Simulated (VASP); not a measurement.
# HgTe: single point with LDA

The system is HgTe.

```xyz
4
Lattice="2.9925 -3.4669 0.0000 2.9925 3.4669 0.0000 0.0000 0.0000 5.7982" Properties=species:S:1:pos:R:3 pbc="T T T"
Hg    2.9925    1.0883    4.3486
Hg    2.9925   -1.0883    1.4495
Te    2.9925   -1.9748    4.3486
Te    2.9925    1.9748    1.4495
```

* Program: VASP 6.6.1
* Task: single point
* Functional: LDA
* Potentials or basis: VASP PAW LDA potentials, release 64 (Hg, Te)
* Cutoff: 500 eV
* k mesh: 4 × 4 × 2
* Occupations: fermi-dirac, width 0.05 eV
* Spin: no spin polarisation

| Item | Value |
| --- | --- |
| Pressure | -5.0 GPa |
| Largest force | 0.329 eV/Å |
| Band gap on the k mesh | zero (band 18 reaches 4.00 eV, above the bottom of band 19 at 1.93 eV) |

Forces on the atoms (eV/Å):
```
Hg   0.000  0.209  0.000
Hg   0.000 -0.209  0.000
Te   0.000  0.329  0.000
Te   0.000 -0.329  0.000
```

Stress tensor (GPa, compression positive):
```
-4.12  0.00  0.00
 0.00 -3.14  0.00
 0.00  0.00 -7.78
```

Levels at points of the mesh, in eV from the Fermi level:
```csv
k point,band 15,band 16,band 17,band 18,band 19,band 20,band 21,band 22
"(0.00, 0.00, 0.00)",-2.63,-2.52,-1.03,-0.49,-0.39,-0.11,4.08,5.11
"(0.50, 0.00, 0.00)",-2.39,-1.90,-0.83,-0.53,1.40,2.44,2.88,4.42
"(0.50, 0.50, 0.00)",-2.05,-1.96,-1.78,-1.76,-1.74,-1.41,3.25,5.27
"(0.00, 0.00, 0.50)",-1.82,-1.82,-1.24,-1.24,1.40,1.40,4.76,4.76
"(0.50, 0.00, 0.50)",-0.88,-0.88,0.21,0.21,1.89,1.89,3.74,3.74
"(0.50, 0.50, 0.50)",-3.10,-3.10,-2.94,-2.94,2.04,2.04,5.53,5.53
```

Run time: 55 s on 1 thread of Intel Xeon 8259CL (shared host), peak memory 0.2 GiB.

Caveat: the k points lie up to 0.54 Å⁻¹ apart; spin-orbit coupling is left out, which moves the levels of the heavy elements.
